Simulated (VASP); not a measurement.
# TbHgB4 (P-6m2) in VASP: notebook

Runs on TbHgB4. Level: PBE. Tasks: single point.

Everything below comes from runs of VASP 6.6.1. Logs are shortened: lines on timing, memory, paths and dates and some standing lists are left out, and cuts for length are marked.

### 1 The cell of the first run

The structure is hexagonal, space group P-6m2 (No. 187). Conventional cell: a = 5.241 Å, b = 5.241 Å, c = 3.055 Å, α = 90.00°, β = 90.00°, γ = 120.00°. Tb (site symmetry -6m2) has 15 B at 3.03 to 3.07 Å and 3 Hg at 3.03 Å and 2 Tb at 3.06 Å within 4.0 Å. B (site symmetry -6m2) has 6 B at 1.83 Å within 2.4 Å. B (site symmetry mm2) has 4 B at 1.75 to 1.83 Å within 2.3 Å. Within 3.3 Å of Hg (site symmetry -6m2) lie 9 B at 2.53 to 3.03 Å and 3 Tb at 3.03 Å and 2 Hg at 3.06 Å.

The cell was built from a structure type or drawn by symmetry, and may not be a known phase.

### 2 Single point, PBE

Contents of INCAR:

```
SYSTEM = TbHgB4
PREC     = Accurate       ! precision mode
ENCUT    = 500            ! plane-wave cutoff, eV
EDIFF    = 1E-6           ! SCF threshold, eV
ISMEAR   = 0              ! smearing method
SIGMA    = 0.2            ! smearing width, eV
LREAL    = .False.        ! projectors in reciprocal space
LASPH    = .True.         ! aspherical terms in the spheres
NELM     = 200            ! most SCF steps
ALGO     = Normal         ! electronic algorithm
ISIF     = 2              ! what is computed and relaxed
LWAVE    = .False.        ! write WAVECAR
LCHARG   = .False.        ! write CHGCAR
GGA      = PE             ! functional
NBANDS   = 26             ! bands
GGA_COMPAT= .False.      
LMAXMIX  = 6              ! l up to which the mixer works
```

Contents of KPOINTS:

```
regular mesh
0
Gamma
  4 4 4
  0 0 0
```

Contents of POSCAR:

```
TbHgB4
1.0
    5.2408899896      0.0000000030      0.0000000000
   -2.6204449974      4.5387438679      0.0000000000
    0.0000000000      0.0000000000      3.0554692619
Tb B Hg
1 4 1
Direct
    0.0000000000      0.0000000000      0.0000000000
    0.6666666667      0.3333333333      0.0000000000
   -0.1103947098      0.4448026451      0.5000000000
    0.5551973549      0.4448026451      0.5000000000
    0.5551973549      1.1103947098      0.5000000000
    0.3333333333      0.6666666667      0.0000000000
```

Potentials or basis: VASP PAW PBE potentials, release 64 (Tb_3, B, Hg), 4f in core.

The run is started by

```bash
$ cat potpaw_PBE.64/Tb_3/POTCAR potpaw_PBE.64/B/POTCAR potpaw_PBE.64/Hg/POTCAR > POTCAR
$ mpirun -np 1 vasp_std > vasp.out
```

OUTCAR:

```text
SYSTEM = TbHgB4
   PREC = Accurate
   ENCUT = 500
   EDIFF = 1E-6
   ISMEAR = 0
   LREAL = .False.
   LASPH = .True.
   NELM = 200
   ISIF = 2
   GGA = PE

 ion  position               nearest neighbor table
   1  0.000  0.000  0.000-   6 3.03   6 3.03   6 3.03
   2  0.667  0.333  0.000-   5 1.83   5 1.83   3 1.83   3 1.83   4 1.83   4 1.83
   3  0.890  0.445  0.500-   5 1.75   4 1.75   2 1.83   2 1.83   6 2.53   6 2.53
   4  0.555  0.445  0.500-   5 1.75   3 1.75   2 1.83   2 1.83   6 2.53   6 2.53
   5  0.555  0.110  0.500-   3 1.75   4 1.75   2 1.83   2 1.83   6 2.53   6 2.53
   6  0.333  0.667  0.000-   5 2.53   5 2.53   3 2.53   3 2.53   4 2.53   4 2.53   1 3.03   1 3.03
                             1 3.03

  LATTYP: Found a hexagonal cell.
 ALAT       =     5.2408899896
 C/A-ratio  =     0.5830058002

  Lattice vectors:

 A1 = (   5.2408899896,   0.0000000030,   0.0000000000)
 A2 = (  -2.6204449974,   4.5387438679,   0.0000000000)
 A3 = (   0.0000000000,   0.0000000000,   3.0554692619)

Analysis of symmetry for initial positions (statically):
=====================================================================
 Subroutine PRICEL returns:
 Original cell was already a primitive cell.

 Routine SETGRP: Setting up the symmetry group for a
 hexagonal supercell.

 Subroutine GETGRP returns: Found 12 space group operations
 (whereof 12 operations were pure point group operations)
 out of a pool of 24 trial point group operations.

The static configuration has the point symmetry D_3h.

Analysis of symmetry for dynamics (positions and initial velocities):
=====================================================================
 Subroutine PRICEL returns:
 Original cell was already a primitive cell.

 Routine SETGRP: Setting up the symmetry group for a
 hexagonal supercell.

 Subroutine GETGRP returns: Found 12 space group operations
 (whereof 12 operations were pure point group operations)
 out of a pool of 24 trial point group operations.

The dynamic configuration has the point symmetry D_3h.

 Subroutine INISYM returns: Found 12 space group operations
 (whereof 12 operations are pure point group operations),
 and found     1 'primitive' translations

----------------------------------------------------------------------------------------

                                     Primitive cell

  volume of cell :      72.6806

  direct lattice vectors                    reciprocal lattice vectors
     5.240889990  0.000000003  0.000000000     0.190807287  0.110162639  0.000000000
    -2.620444997  4.538743868  0.000000000    -0.000000000  0.220325277  0.000000000
     0.000000000  0.000000000  3.055469262     0.000000000  0.000000000  0.327281970

  length of vectors
     5.240889990  5.240889990  3.055469262     0.220325277  0.220325277  0.327281970

  position of ions in fractional coordinates (direct lattice)
     0.000000000  0.000000000  0.000000000
     0.666666667  0.333333333  0.000000000
     0.889605290  0.444802645  0.500000000
     0.555197355  0.444802645  0.500000000
     0.555197355  0.110394710  0.500000000
     0.333333333  0.666666667  0.000000000

  ion indices of the primitive-cell ions
   primitive index   ion index
                 1           1
                 2           2
                 3           3
                 4           4
                 5           5
                 6           6

----------------------------------------------------------------------------------------

 KPOINTS: regular mesh

Automatic generation of k-mesh.
 Grid dimensions read from file:
 generate k-points for:    4    4    4

 Generating k-lattice:

  Cartesian coordinates                     Fractional coordinates (reciprocal lattice)
     0.047701822  0.027540660  0.000000000     0.250000000  0.000000000  0.000000000
    -0.000000000  0.055081319  0.000000000     0.000000000  0.250000000  0.000000000
     0.000000000  0.000000000  0.081820493     0.000000000  0.000000000  0.250000000

  Length of vectors
     0.055081319  0.055081319  0.081820493

  Shift w.r.t. Gamma in fractional coordinates (k-lattice)
     0.000000000  0.000000000  0.000000000

 Subroutine IBZKPT returns following result:
 ===========================================

 Found     12 irreducible k-points:

 Following reciprocal coordinates:
            Coordinates               Weight
  0.000000  0.000000  0.000000      1.000000
  0.250000  0.000000  0.000000      6.000000
  0.500000  0.000000  0.000000      3.000000
  0.250000  0.250000  0.000000      6.000000
  0.000000  0.000000  0.250000      2.000000
  0.250000  0.000000  0.250000     12.000000
  0.500000  0.000000  0.250000      6.000000
  0.250000  0.250000  0.250000     12.000000
  0.000000  0.000000  0.500000      1.000000
  0.250000  0.000000  0.500000      6.000000
  0.500000  0.000000  0.500000      3.000000
  0.250000  0.250000  0.500000      6.000000
   k-points           NKPTS =     12   k-points in BZ     NKDIM =     12   number of bands    NBANDS=     26
   number of dos      NEDOS =    301   number of ions     NIONS =      6
   total plane-waves  NPLWV =  38400
   dimension x,y,z NGX =    40 NGY =   40 NGZ =   24
   dimension x,y,z NGXF=    80 NGYF=   80 NGZF=   48
   ions per type =               1   4   1
   NGX,Y,Z   is equivalent  to a cutoff of  12.69, 12.69, 13.06 a.u.
   NGXF,Y,Z  is equivalent  to a cutoff of  25.38, 25.38, 26.12 a.u.
 SYSTEM =  TbHgB4
   PREC   = accura    normal or accurate (medium, high low for compatibility)
   ISTART =      0    job   : 0-new  1-cont  2-samecut
   ICHARG =      2    charge: 1-file 2-atom 10-const
   ISPIN  =      1    spin polarized calculation?
   LNONCOLLINEAR =      F non collinear calculations
   LSORBIT =      F    spin-orbit coupling
   LASPH  =      T    aspherical Exc in radial PAW
   ENCUT  =  500.0 eV  36.75 Ry    6.06 a.u.   9.56  9.56  5.57*2*pi/ulx,y,z
   NELM   =    200;   NELMIN=  2; NELMDL= -5     # of ELM steps
   EDIFF  = 0.1E-05   stopping-criterion for ELM
   LREAL  =      F    real-space projection
   EDIFFG = 0.1E-04   stopping-criterion for IOM
   NSW    =      0    number of steps for IOM
   IBRION =     -1    ionic relax: 0-MD 1-quasi-New 2-CG
   NFREE  =      0    steps in history (QN), initial steepest desc. (CG)
   ISIF   =      2    stress and relaxation
   ISYM   =      2    0-nonsym 1-usesym 2-fastsym
   POTIM  = 0.5000    time-step for ionic-motion
   TEBEG  =    0.0;   TEEND  =   0.0 temperature during run
   PSTRESS=    0.0 pullay stress
   NELECT =      33.0000    total number of electrons
   NUPDOWN=      -1.0000    fix difference up-down
   EMIN   =  10.00;   EMAX   =-10.00  energy-range for DOS
   EFERMI =   0.00;   METHOD = LEGACY
   ISMEAR =     0;   SIGMA  =   0.20  broadening in eV -4-tet -1-fermi 0-gaus
   EFERMI_NEDOS =   21; number of points for ismear=-14 and -15
   IALGO  =     38    algorithm
   IMIX   =      4    mixing-type and parameters
     AMIX     =   0.40;   BMIX     =  1.00
     AMIX_MAG =   1.60;   BMIX_MAG =  1.00
  volume/ion in A,a.u.               =      12.11        81.75
  Fermi-wavevector in a.u.,A,eV,Ry     =   1.258268  2.377782 21.541277  1.583239
  Thomas-Fermi vector in A             =   2.391886
   LORBIT       =      0    0 simple, 1 ext, 2 COOP (PROOUT), +10 PAW based schemes
   GGA     = PE    functional components
   LHFCALC =     F    Hartree Fock is set to
   AEXX    =    0.0000 exact exchange contribution
   IVDW    =     0    specifies the selected vdW correction
   LEPSILON=     F    determine dielectric tensor
   LRPA    =     F    only Hartree local field effects (RPA)
 non-spin polarized calculation
 Gauss-broadening in eV      SIGMA  =   0.20
  energy-cutoff  :      500.00
  volume of cell :       72.68
 maximum number of plane-waves:      1871
 NGX is ok and might be reduce to    40
   NGX = 19   NGY = 19   NGZ = 11

 number of electron      33.0000003 magnetization

 Free energy of the ion-electron system (eV)
  ---------------------------------------------------
  ext. energy  EPLUGINS =         0.00000000
  ---------------------------------------------------
  free energy    TOTEN  =       -28.55734602 eV

  energy without entropy =      -28.50135094  energy(sigma->0) =      -28.52934848

 E-fermi :   6.0079     XC(G=0): -11.6508

 val. band max:        5.9427225102   @ k =   0.2500   0.0000   0.2500
 cond. band min:       6.1046912900   @ k =   0.2500   0.2500   0.2500
 fundamental gap:      0.1619687798
 Fermi energy:         6.0078871007

 k-point     1 :       0.0000    0.0000    0.0000
  band No.  band energies     occupation
      1     -17.1532      2.00000
      2     -17.1532      2.00000
      3     -16.3420      2.00000
      4      -9.1793      2.00000
      5      -3.3306      2.00000
      6      -3.0730      2.00000
[... 18 lines left out ...]
     25      11.0975      0.00000
     26      11.0975      0.00000

 k-point     2 :       0.2500    0.0000    0.0000
  band No.  band energies     occupation
      1     -17.1702      2.00000
      2     -17.1542      2.00000
      3     -16.3417      2.00000
      4      -9.0366      2.00000
      5      -3.9447      2.00000
      6      -2.9645      2.00000
[... 18 lines left out ...]
     25      11.4048      0.00000
     26      11.5056      0.00000

 k-point     3 :       0.5000    0.0000    0.0000
  band No.  band energies     occupation
      1     -17.1869      2.00000
      2     -17.1551      2.00000
      3     -16.3414      2.00000
      4      -8.9007      2.00000
      5      -4.1527      2.00000
      6      -2.8421      2.00000
[... 224 lines left out ...]
 k-point    11 :       0.5000    0.0000    0.5000
  band No.  band energies     occupation
      1     -17.7549      2.00000
      2     -16.9783      2.00000
      3     -16.9581      2.00000
      4      -7.4356      2.00000
      5      -4.4406      2.00000
      6      -3.0845      2.00000
[... 18 lines left out ...]
     25      12.7553      0.00000
     26      13.6475      0.00000

 k-point    12 :       0.2500    0.2500    0.5000
  band No.  band energies     occupation
      1     -17.7549      2.00000
      2     -16.9736      2.00000
      3     -16.9627      2.00000
      4      -7.4366      2.00000
      5      -4.4707      2.00000
      6      -3.0464      2.00000
[... 18 lines left out ...]
     25      12.2105      0.00000
     26      12.4700      0.00000

------------------------ aborting loop because EDIFF is reached ----------------------------------------

  FORCE on cell =-STRESS in cart. coord.  units (eV):
  Direction    XX          YY          ZZ          XY          YZ          ZX
  --------------------------------------------------------------------------------------
  -------------------------------------------------------------------------------------
  Total        0.1081031      0.1081031      0.1171689     -0.0000000     -0.0000000      0.0000000
  in kB        2.3830323      2.3830323      2.5828812     -0.0000000     -0.0000000      0.0000000
  external PRESSURE =       2.4496486 kB  Pullay stress =       0.0000000 kB

 VOLUME and BASIS-vectors are now :
 -----------------------------------------------------------------------------
  energy-cutoff  :      500.00
  volume of cell :       72.68
      direct lattice vectors                 reciprocal lattice vectors
     5.240889990  0.000000003  0.000000000     0.190807287  0.110162639  0.000000000
    -2.620444997  4.538743868  0.000000000    -0.000000000  0.220325277  0.000000000
     0.000000000  0.000000000  3.055469262     0.000000000  0.000000000  0.327281970

 POSITION                                       TOTAL-FORCE (eV/Angst)
 -----------------------------------------------------------------------------------
      0.00000      0.00000      0.00000         0.000000     -0.000000      0.000000
      2.62044      1.51291      0.00000         0.000000     -0.000000      0.000000
      3.49674      2.01885      1.52773        -0.012208     -0.007049      0.000000
      1.74415      2.01885      1.52773         0.012208     -0.007049      0.000000
      2.62044      0.50105      1.52773        -0.000000      0.014097     -0.000000
     -0.00000      3.02583      0.00000         0.000000     -0.000000      0.000000
 -----------------------------------------------------------------------------------
    total drift:                                0.000000     -0.000000     -0.000000

  FREE ENERGIE OF THE ION-ELECTRON SYSTEM (eV)
  ---------------------------------------------------
  free  energy   TOTEN  =       -28.5573460152 eV

  energy  without entropy=      -28.5013509395  energy(sigma->0) =      -28.52934848
```

It took 13 s on 1 thread of AMD EPYC 9R45 (Zen 5), shared host; peak memory 0.17 GiB.

Results:

```
Free energy            : -28.5573 eV
Pressure               : 0.2 GPa
Largest force          : 0.014 eV/Å
Band gap on the k mesh : zero (an odd number of electrons rules out a gap without spin polarisation)
```

Forces in eV/Å, atoms in the order of the input:
```
Tb   0.000  0.000  0.000
B    0.000  0.000  0.000
B   -0.012 -0.007  0.000
B    0.012 -0.007  0.000
B    0.000  0.014  0.000
Hg   0.000  0.000  0.000
```

Caveat: the k points lie up to 0.51 Å⁻¹ apart, too coarse for converged energies and pressures of a metal; spin-orbit coupling is left out, which moves the levels of the heavy elements; the 4f electrons are frozen in the core, so they carry no moment and show no levels. Spin polarisation is off, so any magnetic state and its effect on volume and gap are missing.

(Continued in part 2 of 2.)
